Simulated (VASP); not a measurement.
Mn: single point with RPBE

The system is Mn.

```
CELL_PARAMETERS angstrom
0.00000 2.65312 2.65312
2.65312 0.00000 2.65312
2.65312 2.65312 0.00000
ATOMIC_POSITIONS crystal
Mn 0.12500 0.12500 0.12500
Mn 0.87500 0.87500 0.87500
```

This isn't the form of Mn at room conditions, which is a 58-atom cubic cell.

| Property | Result |
| --- | --- |
| Program | VASP 6.6.1 |
| Task | single point |
| Functional | RPBE |
| Potentials or basis | VASP PAW PBE potentials, release 64 (Mn_pv) |
| Cutoff | 520 eV |
| k mesh | 11 × 11 × 11 |
| Occupations | fermi-dirac, width 0.05 eV |
| Spin | collinear spin, antiferromagnetic start |
| Starting moments | [3.0, -3.0] μB |

| Property | Result |
| --- | --- |
| Pressure | 0.3 GPa |
| Band gap on the k mesh | zero (filled and empty bands touch) |
| Net moment | 0.00 μB per cell |
| Site moments | Mn +2.80, -2.80 μB |
| Valence electrons inside the program's atomic spheres | Mn 11.73 |

Levels at points of the mesh, in eV from the Fermi level:
Spin up:
| k point | band 11 | band 12 | band 13 | band 14 | band 15 | band 16 |
| --- | --- | --- | --- | --- | --- | --- |
| (0.00, 0.00, 0.00) | -2.72 | -2.72 | 0.11 | 0.11 | 0.11 | 1.53 |
Spin down:
```csv
k point,band 9,band 10,band 11,band 12,band 13,band 14,band 15,band 16,band 17,band 18
"(0.00, 0.00, 0.00)",-2.81,-2.72,-2.72,-2.72,0.11,0.11,0.11,1.53,1.53,11.63
```

Wall time 2.7 min on 1 thread of Intel(R) Xeon(R) Platinum 8488C (Sapphire Rapids) (shared host), peak memory 0.2 GiB.

Caveat: the antiferromagnetic order is the one typed at the start, and another may lie lower; the PAW data sets were made with another functional, which shifts forces and pressure a little.
